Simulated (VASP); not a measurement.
# CoO (Fm-3m) in VASP: single point with PBE+U

Aim: the single point of CoO with PBE+U.

Program: VASP 6.6.1. These are calculated values, not measurements. Logs are shortened: lines on timing, memory, paths and dates and some standing lists are left out, and cuts for length are marked.

## (1) The cell of the first run

The structure is cubic, space group Fm-3m (No. 225). The conventional cell has a = 4.326 Å, b = 4.326 Å, c = 4.326 Å, α = 90.00°, β = 90.00°, γ = 90.00°. Within 2.9 Å of Co (site symmetry m-3m) lie 6 O at 2.16 Å. Within 2.9 Å of O (site symmetry m-3m) lie 6 Co at 2.16 Å.

## (2) Single point, PBE+U, collinear spin, antiferromagnetic start

Input file INCAR:

```
PREC = Accurate ; ENCUT = 520
EDIFF = 1E-7 ; ISMEAR = 0
SIGMA = 0.05 ; LREAL = F
LASPH = T ; NELM = 150
ALGO = Normal ; ISIF = 2
LWAVE = F ; LCHARG = F
ISPIN = 2 ; MAGMOM = 3 -3 0 0
LORBIT = 11 ; LMAXMIX = 4
LDAU = T ; LDAUTYPE = 2
LDAUL = 2 -1 ; LDAUU = 3.3 0
LDAUJ = 0 0 ; LDAUPRINT = 1
GGA = PE ; NBANDS = 27
```

Input file KPOINTS:

```
Automatic mesh
0
Gamma
  5 5 3
```

Input file POSCAR:

```
CoO
1.0
    0.0000000000      2.1628257020     -2.1628257020
    0.0000000000      2.1628257020      2.1628257020
    4.3256514040      0.0000000000      0.0000000000
Co O
2 2
Direct
    0.0000000000      0.0000000000      0.0000000000
    0.5000000000      0.5000000000      0.5000000000
    0.0000000000      1.0000000000      0.5000000000
    0.5000000000      1.5000000000      1.0000000000
```

Potentials or basis: VASP PAW PBE potentials, release 64 (Co, O).

The run is started by

```bash
$ cat potpaw_PBE.64/Co/POTCAR potpaw_PBE.64/O/POTCAR > POTCAR
$ mpirun -np 1 vasp_std > vasp.out
```

OUTCAR:

```text
PREC = Accurate
   ENCUT = 520
   EDIFF = 1E-7
   ISMEAR = 0
   LREAL = F
   LASPH = T
   NELM = 150
   ISIF = 2
   ISPIN = 2
   LORBIT = 11
   GGA = PE

 ion  position               nearest neighbor table
   1  0.000  0.000  0.000-   3 2.16   4 2.16   3 2.16   4 2.16   4 2.16   4 2.16   2 3.06   2 3.06
                             2 3.06   2 3.06   2 3.06   2 3.06   2 3.06   2 3.06
   2  0.500  0.500  0.500-   3 2.16   4 2.16   4 2.16   3 2.16   3 2.16   3 2.16   1 3.06   1 3.06
                             1 3.06   1 3.06   1 3.06   1 3.06   1 3.06   1 3.06
   3  0.000  0.000  0.500-   1 2.16   2 2.16   1 2.16   2 2.16   2 2.16   2 2.16
   4  0.500  0.500  0.000-   1 2.16   2 2.16   2 2.16   1 2.16   1 2.16   1 2.16

  LATTYP: Found a simple tetragonal cell.
 ALAT       =     3.0586974408
 C/A-ratio  =     1.4142135624

  Lattice vectors:

 A1 = (   0.0000000000,   2.1628257020,  -2.1628257020)
 A2 = (   0.0000000000,   2.1628257020,   2.1628257020)
 A3 = (   4.3256514040,   0.0000000000,   0.0000000000)

Analysis of symmetry for initial positions (statically):
=====================================================================
 Subroutine PRICEL returns following result:

  LATTYP: Found a face centered cubic cell.
 ALAT       =     4.3256514040
[... 12 lines left out ...]
 Subroutine GETGRP returns: Found 16 space group operations
 (whereof 16 operations were pure point group operations)
 out of a pool of 16 trial point group operations.

The static configuration has the point symmetry D_4h.

Analysis of symmetry for dynamics (positions and initial velocities):
=====================================================================
 Subroutine PRICEL returns following result:

  LATTYP: Found a face centered cubic cell.
 ALAT       =     4.3256514040
[... 12 lines left out ...]
 Subroutine GETGRP returns: Found 16 space group operations
 (whereof 16 operations were pure point group operations)
 out of a pool of 16 trial point group operations.

The dynamic configuration has the point symmetry D_4h.

Analysis of structural, dynamic, and magnetic symmetry:
=====================================================================
 Subroutine PRICEL returns following result:

  LATTYP: Found a face centered cubic cell.
 ALAT       =     4.3256514040
[... 12 lines left out ...]
 Subroutine GETGRP returns: Found 16 space group operations
 (whereof 16 operations were pure point group operations)
 out of a pool of 16 trial point group operations.

The overall configuration has the point symmetry D_4h.

 Subroutine INISYM returns: Found 16 space group operations
[... 192 lines left out ...]
  o =  1.0059  v =  0.0000  0.0000  0.0000  0.0000  0.0000  0.0000  0.0000  0.5000 -0.0000 -0.8660      0.0000  0.0000  0.0000  0.0000  0.0000  0.0000  0.0000  0.0000  0.0000  0.0000
  o =  1.0078  v =  0.0000  0.0000  0.0000  0.0000  0.0000  0.0000 -0.0000 -0.8660 -0.0000 -0.5000      0.0000  0.0000  0.0000  0.0000  0.0000  0.0000  0.0000  0.0000  0.0000  0.0000

 number of electron      30.0000008 magnetization      -0.0000000

 Free energy of the ion-electron system (eV)
  ---------------------------------------------------
  ext. energy  EPLUGINS =         0.00000000
  ---------------------------------------------------
  free energy    TOTEN  =       -23.78614451 eV

  energy without entropy =      -23.78614451  energy(sigma->0) =      -23.78614451

 E-fermi :   6.8355     XC(G=0): -12.0893

 val. band max:        6.5912487041   @ k =   0.4000   0.0000   0.3333
 cond. band min:       7.3149803321   @ k =   0.0000   0.0000   0.3333
 fundamental gap:      0.7237316280
 Fermi energy:         6.8354821154

 spin component 1

 k-point     1 :       0.0000    0.0000    0.0000
  band No.  band energies     occupation
      1     -12.0435      1.00000
      2     -10.8410      1.00000
      3       1.1860      1.00000
      4       1.3562      1.00000
      5       1.8982      1.00000
      6       3.0513      1.00000
[... 349 lines left out ...]
     26      21.8739      0.00000
     27      25.1128      0.00000
 Fermi energy:         6.8354821154

 spin component 2

 k-point     1 :       0.0000    0.0000    0.0000
  band No.  band energies     occupation
      1     -12.0435      1.00000
      2     -10.8410      1.00000
      3       1.1860      1.00000
      4       1.3562      1.00000
      5       1.8982      1.00000
      6       3.0513      1.00000
[... 349 lines left out ...]
     26      21.8739      0.00000
     27      25.1129      0.00000

------------------------ aborting loop because EDIFF is reached ----------------------------------------

  FORCE on cell =-STRESS in cart. coord.  units (eV):
  Direction    XX          YY          ZZ          XY          YZ          ZX
  --------------------------------------------------------------------------------------
  -------------------------------------------------------------------------------------
  Total        1.2897307     -1.8215912     -1.8215912     -0.0000000      0.0000000     -0.0000000
  in kB       51.0605005    -72.1168842    -72.1168842     -0.0000000      0.0000000     -0.0000000
  external PRESSURE =     -31.0577560 kB  Pullay stress =       0.0000000 kB

 VOLUME and BASIS-vectors are now :
 -----------------------------------------------------------------------------
  energy-cutoff  :      520.00
  volume of cell :       40.47
      direct lattice vectors                 reciprocal lattice vectors
     0.000000000  2.162825702 -2.162825702     0.000000000  0.231179054 -0.231179054
     0.000000000  2.162825702  2.162825702     0.000000000  0.231179054  0.231179054
     4.325651404  0.000000000  0.000000000     0.231179054  0.000000000  0.000000000

 POSITION                                       TOTAL-FORCE (eV/Angst)
 -----------------------------------------------------------------------------------
      0.00000      0.00000      0.00000         0.000000      0.000000     -0.000000
      2.16283      2.16283      0.00000         0.000000     -0.000000      0.000000
      2.16283      0.00000      0.00000         0.000000     -0.000000      0.000000
      0.00000      2.16283      0.00000        -0.000000      0.000000      0.000000
 -----------------------------------------------------------------------------------
    total drift:                               -0.000000     -0.000000     -0.000000

  FREE ENERGIE OF THE ION-ELECTRON SYSTEM (eV)
  ---------------------------------------------------
  free  energy   TOTEN  =       -23.7861445144 eV

  energy  without entropy=      -23.7861445144  energy(sigma->0) =      -23.78614451

 total charge

# of ion       s       p       d       tot
------------------------------------------
    1        0.291   0.338   7.102   7.731
    2        0.291   0.338   7.102   7.731
    3        1.551   3.439   0.000   4.990
    4        1.551   3.439   0.000   4.990
--------------------------------------------------
tot          3.684   7.554  14.204  25.442

 magnetization (x)

# of ion       s       p       d       tot
------------------------------------------
    1        0.025   0.021   2.705   2.751
    2       -0.025  -0.021  -2.705  -2.751
    3       -0.009  -0.105   0.000  -0.113
    4        0.009   0.105   0.000   0.113
--------------------------------------------------
tot          0.000   0.000   0.000   0.000
```

OSZICAR:

```text
N       E                     dE             d eps       ncg     rms          rms(c)
DAV:   1     0.254884746004E+03    0.25488E+03   -0.13484E+04  1312   0.134E+03
DAV:   2     0.147204989966E+01   -0.25341E+03   -0.22632E+03  1338   0.320E+02
DAV:   3    -0.258761076632E+02   -0.27348E+02   -0.25983E+02  1431   0.118E+02
DAV:   4    -0.265041630785E+02   -0.62806E+00   -0.62542E+00  1461   0.182E+01
DAV:   5    -0.265234298057E+02   -0.19267E-01   -0.19264E-01  1744   0.302E+00    0.208E+01
DAV:   6    -0.237726906382E+02    0.27507E+01   -0.27092E+01  1676   0.852E+01    0.244E+01
DAV:   7    -0.227618055777E+02    0.10109E+01   -0.18472E+01  1557   0.617E+01    0.104E+01
DAV:   8    -0.236203871168E+02   -0.85858E+00   -0.11771E+00  1683   0.144E+01    0.717E+00
DAV:   9    -0.235626157453E+02    0.57771E-01   -0.43251E-01  1778   0.150E+01    0.282E+00
DAV:  10    -0.237642598503E+02   -0.20164E+00   -0.22797E-01  1734   0.813E+00    0.961E-01
DAV:  11    -0.237840874840E+02   -0.19828E-01   -0.37702E-02  1805   0.298E+00    0.324E-01
DAV:  12    -0.237854728711E+02   -0.13854E-02   -0.73865E-03  1827   0.110E+00    0.160E-01
DAV:  13    -0.237858373216E+02   -0.36445E-03   -0.55859E-04  1532   0.198E-01    0.105E-01
DAV:  14    -0.237861126174E+02   -0.27530E-03   -0.33933E-04  1594   0.152E-01    0.482E-02
DAV:  15    -0.237861329169E+02   -0.20300E-04   -0.39137E-05  1404   0.601E-02    0.283E-02
DAV:  16    -0.237861439917E+02   -0.11075E-04   -0.11723E-05  1567   0.851E-02    0.599E-03
DAV:  17    -0.237861445298E+02   -0.53804E-06   -0.44637E-06  1886   0.265E-02    0.430E-03
DAV:  18    -0.237861445144E+02    0.15410E-07   -0.57030E-07  1384   0.685E-03
   1 F= -.23786145E+02 E0= -.23786145E+02  d E =-.130667E-12  mag=     0.0000
```

It took 17 s on 1 thread of Intel Xeon 6975P-C (Granite Rapids), shared host; peak memory 0.17 GiB.

What came out:

| Quantity | Value |
| --- | --- |
| Free energy | -23.7861 eV |
| Pressure | -3.1 GPa |
| Band gap on the k mesh | 0.72 eV |
| Net moment | 0.00 μB per cell |
| Site moments | Co +2.75, -2.75; O -0.11, +0.11 μB |
| Valence electrons inside the program's atomic spheres | Co 7.73; O 4.99 |

Stress tensor (GPa, compression positive):
```
 5.11  0.00  0.00
 0.00 -7.21  0.00
 0.00  0.00 -7.21
```

Eigenvalues of the final occupation matrices:
| site | spin | trace | eigenvalues |
| --- | --- | --- | --- |
| site 1 d | 1 | 4.92 | 0.97 0.97 0.97 1.01 1.01 |
| site 1 d | 2 | 2.21 | 0.04 0.10 0.15 0.96 0.96 |
| site 2 d | 1 | 2.21 | 0.04 0.10 0.15 0.96 0.96 |
| site 2 d | 2 | 4.92 | 0.97 0.97 0.97 1.01 1.01 |

Caveat: the k points lie up to 0.48 Å⁻¹ apart. The state reached can hang on the start; a lower one may exist.
